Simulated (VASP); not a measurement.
# Si2Sb2Se (P6/mmm) in VASP: notebook, part 2 of 2

VASP 6.6.1.

## 4. Single point, PBE

This run uses another cell than the first one, of 24.07 Å³/atom, 0.832 times its volume.

File INCAR:

```
SYSTEM = Si2Sb2Se
PREC = Accurate ; ENCUT = 520
EDIFF = 1E-6 ; ISMEAR = 0
SIGMA = 0.1 ; LREAL = .False.
LASPH = .True. ; NELM = 80
ALGO = Normal ; ISIF = 2
LWAVE = .False. ; LCHARG = .True.
GGA = PE ; LELF = .True.
LVHAR = .True. ; NBANDS = 20
```

File KPOINTS:

```
regular mesh
0
Gamma
  12 12 8
  0 0 0
```

File POSCAR:

```
Si2Sb2Se
1.0
    4.9778052308      0.0000000000      0.0000000000
   -2.4889026154      4.3109057849      0.0000000000
    0.0000000000      0.0000000000      5.6084682453
Si Sb Se
2 2 1
Direct
    0.3333333333      0.6666666667      0.0000000000
    0.6666666667      0.3333333333      0.0000000000
    0.3333333333      0.6666666667      0.5000000000
    0.6666666667      0.3333333333      0.5000000000
    0.0000000000      0.0000000000      0.0000000000
```

Potentials or basis: VASP PAW PBE potentials, release 64 (Si, Sb, Se).

The run is started by

```sh
$ cat potpaw_PBE.64/Si/POTCAR potpaw_PBE.64/Sb/POTCAR potpaw_PBE.64/Se/POTCAR > POTCAR
$ mpirun -np 1 vasp_std > vasp.out
```

OUTCAR:

```text
SYSTEM = Si2Sb2Se
   PREC = Accurate
   ENCUT = 520
   EDIFF = 1E-6
   ISMEAR = 0
   LREAL = .False.
   LASPH = .True.
   NELM = 80
   ISIF = 2
   GGA = PE

 ion  position               nearest neighbor table
   1  0.333  0.667  0.000-   3 2.80   3 2.80   2 2.87   5 2.87   2 2.87   5 2.87   5 2.87   2 2.87

   2  0.667  0.333  0.000-   4 2.80   4 2.80   1 2.87   1 2.87   5 2.87   5 2.87   5 2.87   1 2.87

   3  0.333  0.667  0.500-   1 2.80   1 2.80   4 2.87   4 2.87   4 2.87
   4  0.667  0.333  0.500-   2 2.80   2 2.80   3 2.87   3 2.87   3 2.87
   5  0.000  0.000  0.000-   1 2.87   2 2.87   1 2.87   2 2.87   2 2.87   1 2.87
[... 758 lines left out ...]
  -------------------------------------------------------------------------------------
  Total        0.0326351      0.0326351      0.0530862     -0.0000000      0.0000000     -0.0000000
  in kB        0.4344550      0.4344550      0.7067099     -0.0000000      0.0000000     -0.0000000
  external PRESSURE =       0.5252066 kB  Pullay stress =       0.0000000 kB

 VOLUME and BASIS-vectors are now :
 -----------------------------------------------------------------------------
  energy-cutoff  :      520.00
  volume of cell :      120.35
      direct lattice vectors                 reciprocal lattice vectors
     4.977805231  0.000000000  0.000000000     0.200891749  0.115984905  0.000000000
    -2.488902615  4.310905785  0.000000000     0.000000000  0.231969811  0.000000000
     0.000000000  0.000000000  5.608468245     0.000000000  0.000000000  0.178301803

 POSITION                                       TOTAL-FORCE (eV/Angst)
 -----------------------------------------------------------------------------------
     -0.00000      2.87394      0.00000        -0.000000      0.000000      0.000000
      2.48890      1.43697      0.00000         0.000000     -0.000000      0.000000
     -0.00000      2.87394      2.80423         0.000000     -0.000000      0.000000
      2.48890      1.43697      2.80423        -0.000000      0.000000     -0.000000
      0.00000      0.00000      0.00000        -0.000000      0.000000      0.000000
 -----------------------------------------------------------------------------------
    total drift:                                0.000000     -0.000000     -0.000000

  FREE ENERGIE OF THE ION-ELECTRON SYSTEM (eV)
  ---------------------------------------------------
  free  energy   TOTEN  =       -21.0045667058 eV

  energy  without entropy=      -20.9940597519  energy(sigma->0) =      -20.99931323
```

It took 7.2 min on 1 thread of AMD EPYC 7R13, shared host; peak memory 0.37 GiB.

What came out:

* Free energy: -21.0046 eV
* Pressure: 0.1 GPa
* Band gap on the k mesh: zero (band 12 reaches 7.08 eV, above the bottom of band 13 at 5.45 eV)

Caveat: spin-orbit coupling is left out, which moves the levels of the heavy elements.

## 5. Relaxation of cell and atoms, PBE

This run uses another cell than the first one, of 24.29 Å³/atom, 0.839 times its volume.

File INCAR:

```
PREC     = Accurate       # precision mode
ENCUT    = 600            # plane-wave cutoff, eV
EDIFF    = 1E-7           # SCF threshold, eV
ISMEAR   = 0              # smearing method
SIGMA    = 0.1            # smearing width, eV
LREAL    = F              # projectors in reciprocal space
LASPH    = T              # aspherical terms in the spheres
NELM     = 80             # most SCF steps
ALGO     = Normal         # electronic algorithm
ISIF     = 3              # what is computed and relaxed
LWAVE    = F              # write WAVECAR
LCHARG   = F              # write CHGCAR
GGA      = PE             # functional
IBRION   = 2              # ionic algorithm
NSW      = 100            # ionic steps
EDIFFG   = -0.01          # ionic threshold
```

File KPOINTS:

```
Automatic mesh
0
Gamma
  12 12 8
```

Edit POSCAR of step 4 so:

```diff
@@ -2,5 +2,5 @@
 1.0
-    4.9778052308      0.0000000000      0.0000000000
-   -2.4889026154      4.3109057849      0.0000000000
-    0.0000000000      0.0000000000      5.6084682453
+    4.9893135246      0.0000000000      0.0000000000
+   -2.4946567623      4.3208722597      0.0000000000
+    0.0000000000      0.0000000000      5.6331588542
 Si Sb Se
```

Potentials or basis: VASP PAW PBE potentials, release 64 (Si, Sb, Se).

The run is started by

```sh
$ cat potpaw_PBE.64/Si/POTCAR potpaw_PBE.64/Sb/POTCAR potpaw_PBE.64/Se/POTCAR > POTCAR
$ mpirun -np 1 vasp_std > vasp.out
```

OUTCAR:

```text
PREC = Accurate
   ENCUT = 600
   EDIFF = 1E-7
   ISMEAR = 0
   LREAL = F
   LASPH = T
   NELM = 80
   ISIF = 3
   GGA = PE
   IBRION = 2
   NSW = 100
   EDIFFG = -0.01

 ion  position               nearest neighbor table
   1  0.333  0.667  0.000-   3 2.82   3 2.82   2 2.88   2 2.88   5 2.88   5 2.88   5 2.88   2 2.88

   2  0.667  0.333  0.000-   4 2.82   4 2.82   1 2.88   1 2.88   5 2.88   5 2.88   5 2.88   1 2.88

   3  0.333  0.667  0.500-   1 2.82   1 2.82   4 2.88   4 2.88   4 2.88
   4  0.667  0.333  0.500-   2 2.82   2 2.82   3 2.88   3 2.88   3 2.88
   5  0.000  0.000  0.000-   1 2.88   2 2.88   1 2.88   2 2.88   2 2.88   1 2.88

  LATTYP: Found a hexagonal cell.
 ALAT       =     4.9893135246
 C/A-ratio  =     1.1290448729

  Lattice vectors:

 A1 = (   4.9893135246,   0.0000000000,   0.0000000000)
 A2 = (  -2.4946567623,   4.3208722597,   0.0000000000)
 A3 = (   0.0000000000,   0.0000000000,   5.6331588542)

Analysis of symmetry for initial positions (statically):
=====================================================================
 Subroutine PRICEL returns:
 Original cell was already a primitive cell.

 Routine SETGRP: Setting up the symmetry group for a
 hexagonal supercell.

 Subroutine GETGRP returns: Found 24 space group operations
 (whereof 24 operations were pure point group operations)
 out of a pool of 24 trial point group operations.

The static configuration has the point symmetry D_6h.

Analysis of symmetry for dynamics (positions and initial velocities):
=====================================================================
 Subroutine PRICEL returns:
 Original cell was already a primitive cell.

 Routine SETGRP: Setting up the symmetry group for a
 hexagonal supercell.

 Subroutine GETGRP returns: Found 24 space group operations
 (whereof 24 operations were pure point group operations)
 out of a pool of 24 trial point group operations.

The dynamic configuration has the point symmetry D_6h.

 Subroutine INISYM returns: Found 24 space group operations
 (whereof 24 operations are pure point group operations),
 and found     1 'primitive' translations

----------------------------------------------------------------------------------------

                                     Primitive cell

  volume of cell :     121.4407

  direct lattice vectors                    reciprocal lattice vectors
     4.989313525  0.000000000  0.000000000     0.200428375  0.115717376  0.000000000
    -2.494656762  4.320872260  0.000000000     0.000000000  0.231434752  0.000000000
     0.000000000  0.000000000  5.633158854     0.000000000  0.000000000  0.177520291

  length of vectors
     4.989313525  4.989313525  5.633158854     0.231434752  0.231434752  0.177520291

  position of ions in fractional coordinates (direct lattice)
     0.333333333  0.666666667  0.000000000
     0.666666667  0.333333333  0.000000000
     0.333333333  0.666666667  0.500000000
     0.666666667  0.333333333  0.500000000
     0.000000000  0.000000000  0.000000000

  ion indices of the primitive-cell ions
   primitive index   ion index
                 1           1
                 2           2
                 3           3
                 4           4
                 5           5

[... 51 lines left out ...]
  0.333333  0.000000  0.125000     12.000000
 [... further k-points ...]
   k-points           NKPTS =     95   k-points in BZ     NKDIM =     95   number of bands    NBANDS=     16
   number of dos      NEDOS =    301   number of ions     NIONS =      5
   total plane-waves  NPLWV =  76800
   dimension x,y,z NGX =    40 NGY =   40 NGZ =   48
   dimension x,y,z NGXF=    80 NGYF=   80 NGZF=   96
   ions per type =               2   2   1
   NGX,Y,Z   is equivalent  to a cutoff of  13.33, 13.33, 14.17 a.u.
   NGXF,Y,Z  is equivalent  to a cutoff of  26.66, 26.66, 28.33 a.u.
 SYSTEM =  unknown system
   PREC   = accura    normal or accurate (medium, high low for compatibility)
   ISTART =      0    job   : 0-new  1-cont  2-samecut
   ICHARG =      2    charge: 1-file 2-atom 10-const
   ISPIN  =      1    spin polarized calculation?
   LNONCOLLINEAR =      F non collinear calculations
   LSORBIT =      F    spin-orbit coupling
   LASPH  =      T    aspherical Exc in radial PAW
   ENCUT  =  600.0 eV  44.10 Ry    6.64 a.u.   9.96  9.96 11.25*2*pi/ulx,y,z
   NELM   =     80;   NELMIN=  2; NELMDL= -5     # of ELM steps
   EDIFF  = 0.1E-06   stopping-criterion for ELM
   LREAL  =      F    real-space projection
   EDIFFG = -.1E-01   stopping-criterion for IOM
   NSW    =    100    number of steps for IOM
   IBRION =      2    ionic relax: 0-MD 1-quasi-New 2-CG
   NFREE  =      1    steps in history (QN), initial steepest desc. (CG)
   ISIF   =      3    stress and relaxation
   ISYM   =      2    0-nonsym 1-usesym 2-fastsym
   POTIM  = 0.5000    time-step for ionic-motion
   TEBEG  =    0.0;   TEEND  =   0.0 temperature during run
   PSTRESS=    0.0 pullay stress
   NELECT =      24.0000    total number of electrons
   NUPDOWN=      -1.0000    fix difference up-down
   EMIN   =  10.00;   EMAX   =-10.00  energy-range for DOS
   EFERMI =   0.00;   METHOD = LEGACY
   ISMEAR =     0;   SIGMA  =   0.10  broadening in eV -4-tet -1-fermi 0-gaus
   EFERMI_NEDOS =   21; number of points for ismear=-14 and -15
   IALGO  =     38    algorithm
   IMIX   =      4    mixing-type and parameters
     AMIX     =   0.40;   BMIX     =  1.00
     AMIX_MAG =   1.60;   BMIX_MAG =  1.00
  volume/ion in A,a.u.               =      24.29       163.90
  Fermi-wavevector in a.u.,A,eV,Ry     =   0.953580  1.802005 12.371981  0.909315
  Thomas-Fermi vector in A             =   2.082248
   LORBIT       =      0    0 simple, 1 ext, 2 COOP (PROOUT), +10 PAW based schemes
   GGA     = PE    functional components
   LHFCALC =     F    Hartree Fock is set to
   AEXX    =    0.0000 exact exchange contribution
   IVDW    =     0    specifies the selected vdW correction
   LEPSILON=     F    determine dielectric tensor
   LRPA    =     F    only Hartree local field effects (RPA)
 conjugate gradient relaxation of ions
 non-spin polarized calculation
 Gauss-broadening in eV      SIGMA  =   0.10
  energy-cutoff  :      600.00
  volume of cell :      121.44
 maximum number of plane-waves:      4086
 NGX is ok and might be reduce to    40
   NGX = 19   NGY = 19   NGZ = 23

--------------------------------------- Ionic step        1  -------------------------------------------

 number of electron      24.0000000 magnetization

 Free energy of the ion-electron system (eV)
  ---------------------------------------------------
  ext. energy  EPLUGINS =         0.00000000
  ---------------------------------------------------
  free energy    TOTEN  =       -21.00336258 eV

  energy without entropy =      -20.99345852  energy(sigma->0) =      -20.99841055

------------------------ aborting loop because EDIFF is reached ----------------------------------------

  FORCE on cell =-STRESS in cart. coord.  units (eV):
  Direction    XX          YY          ZZ          XY          YZ          ZX
  --------------------------------------------------------------------------------------
  -------------------------------------------------------------------------------------
  Total       -0.2857080     -0.2857080     -0.4041524     -0.0000000      0.0000000     -0.0000000
  in kB       -3.7693701     -3.7693701     -5.3320170     -0.0000000      0.0000000     -0.0000000
  external PRESSURE =      -4.2902524 kB  Pullay stress =       0.0000000 kB
[... 143 lines left out ...]
--------------------------------------- Ionic step        5  -------------------------------------------

 number of electron      23.9999999 magnetization

 Free energy of the ion-electron system (eV)
  ---------------------------------------------------
  ext. energy  EPLUGINS =         0.00000000
  ---------------------------------------------------
  free energy    TOTEN  =       -21.00475726 eV

  energy without entropy =      -20.99432564  energy(sigma->0) =      -20.99954145

 E-fermi :   6.4875     XC(G=0):  -9.7295

 val. band max:        6.4424027157   @ k =   0.3333   0.0833   0.2500
 cond. band min:       6.4961103839   @ k =   0.1667   0.0000   0.0000
 fundamental gap:      0.0537076682
 Fermi energy:         6.4874719808

 k-point     1 :       0.0000    0.0000    0.0000
  band No.  band energies     occupation
      1      -7.2574      2.00000
      2      -4.9276      2.00000
      3      -0.5202      2.00000
      4      -0.2610      2.00000
      5       0.6828      2.00000
      6       2.5865      2.00000
[... 433 lines left out ...]
      3      -2.5015      2.00000
      4      -1.2623      2.00000
      5       1.1506      2.00000
      6       1.1913      2.00000
[... 8 lines left out ...]
     15       9.0109      0.00000
     16       9.7568      0.00000

 [... further k-points ...]
[... 5 lines left out ...]
  --------------------------------------------------------------------------------------
  -------------------------------------------------------------------------------------
  Total       -0.0084312     -0.0084312      0.0003312      0.0000000      0.0000000      0.0000000
  in kB       -0.1121156     -0.1121156      0.0044040      0.0000000      0.0000000      0.0000000
  external PRESSURE =      -0.0732757 kB  Pullay stress =       0.0000000 kB
[... 20 lines left out ...]
  FREE ENERGIE OF THE ION-ELECTRON SYSTEM (eV)
  ---------------------------------------------------
  free  energy   TOTEN  =       -21.0047572623 eV

  energy  without entropy=      -20.9943256355  energy(sigma->0) =      -20.99954145

 reached required accuracy - stopping structural energy minimisation
```

Run time: 17 min. Hardware: 1 thread of AMD EPYC 7R13, shared host; peak memory 0.43 GiB.

Results:

```
Free energy                            : -21.0048 eV
Relaxed volume                         : 24.10 Å³/atom
Relaxed cell                           : a = 4.979 Å, b = 4.979 Å, c = 5.611 Å, α = 90.00°, β = 90.00°, γ = 120.00°
Space group after relaxing (to 0.05 Å) : P6/mmm (No. 191)
Energy gained by relaxing              : 0.3 meV/atom
Ionic steps                            : 5
Pressure after relaxing                : 0.0 GPa
Band gap on the k mesh                 : zero (band 12 reaches 7.06 eV, above the bottom of band 13 at 5.43 eV)
```

The path:
```tsv
step	energy change (eV)	largest force (eV/Å)	pressure (GPa)	volume (Å³)
1	0.0000	0.0000	-0.43	121.44
2	-0.0013	0.0000	0.09	120.30
3	-0.0014	0.0000	0.01	120.46
4	-0.0014	0.0000	0.00	120.48
5	-0.0014	0.0000	-0.01	120.48
```

Final structure:
```xyz
5
Lattice="4.9793 0.0000 0.0000 -2.4897 4.3122 0.0000 0.0000 0.0000 5.6113" Properties=species:S:1:pos:R:3 pbc="T T T"
Si    0.0000    2.8748    5.6113
Si    2.4897    1.4374    0.0000
Sb    0.0000    2.8748    2.8057
Sb    2.4897    1.4374    2.8057
Se    2.4897    4.3122    0.0000
```

Levels at points of the mesh, in eV from the Fermi level:
| k point | band 10 | band 11 | band 12 | band 13 | band 14 | band 15 |
| --- | --- | --- | --- | --- | --- | --- |
| (0.00, 0.00, 0.00) | -2.39 | -1.59 | -1.05 | -1.05 | -0.68 | 1.49 |
| (0.50, 0.00, 0.00) | -1.78 | -1.54 | -0.12 | 1.59 | 1.67 | 2.55 |
| (0.00, 0.00, 0.50) | -2.37 | -2.37 | -2.31 | -0.90 | 0.64 | 0.76 |
| (0.50, 0.00, 0.50) | -0.49 | 0.40 | 0.47 | 1.32 | 1.49 | 1.70 |

Caveat: spin-orbit coupling is left out, which moves the levels of the heavy elements.

## 6. Summary

```csv
task,cell,k mesh,cutoff (eV),gap on the mesh (eV),pressure (GPa),relaxed volume (Å³/atom)
relaxation of cell and atoms,"relaxed from a = 6.764, b = 6.764, c = 3.653 Å, angles 90.0, 90.0, 120.0°, 5 atoms",3 × 3 × 6,600,none,0.0,24.52
relaxation of cell and atoms,"relaxed from a = 4.970, b = 4.970, c = 5.723 Å, angles 90.0, 90.0, 120.0°, 5 atoms",6 × 6 × 4,600,none,-0.1,24.39
single point,"a = 4.978, b = 4.978, c = 5.608 Å, angles 90.0, 90.0, 120.0°, 5 atoms",12 × 12 × 8,520,none,0.1,-
relaxation of cell and atoms,"relaxed from a = 4.989, b = 4.989, c = 5.633 Å, angles 90.0, 90.0, 120.0°, 5 atoms",12 × 12 × 8,600,none,0.0,24.10
```

Alike in all rows: level PBE; potentials or basis VASP PAW PBE potentials, release 64 (Si, Sb, Se); no spin polarisation; smearing gaussian 0.1 eV.

Caveats: spin-orbit coupling is left out, which moves the levels of the heavy elements; the volume moved by over 15 % at a fixed basis, so the end points are rough (some runs).

Absolute energies hang on the potentials; compare differences alone.
